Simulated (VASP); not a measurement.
Runs of VASP 6.6.1 on AgCl. The structure is that of space group Pm-3m (No. 221), or close to it. The cells are those of the table. 

| cell | gap on the mesh (eV) | pressure (GPa) |
| --- | --- | --- |
| a = 3.434, b = 3.297 Å, 2 atoms | (a) | -6.0 |
| a = 3.434, b = 3.365 Å, 2 atoms | 0.28 | -6.9 |
| a = 3.434, b = 3.537 Å, 2 atoms | 0.27 | (b) |
| a = 3.434, b = 3.468 Å, 2 atoms | 0.29 | -7.9 |
| a = 3.434, b = 3.400 Å, 2 atoms | (c) | -7.3 |

Alike in all rows: task single point; level LDA; potentials or basis VASP PAW LDA potentials, release 64 (Ag, Cl); no spin polarisation; k mesh 10 × 10 × 10; cutoff (eV) 520; smearing gaussian 0.03 eV.

Q: Estimate the missing entries.

A: (a) 0.25; (b) -8.5; (c) 0.30.

A k mesh can miss the band edges, and the runs leave out spin-orbit coupling on Ag.
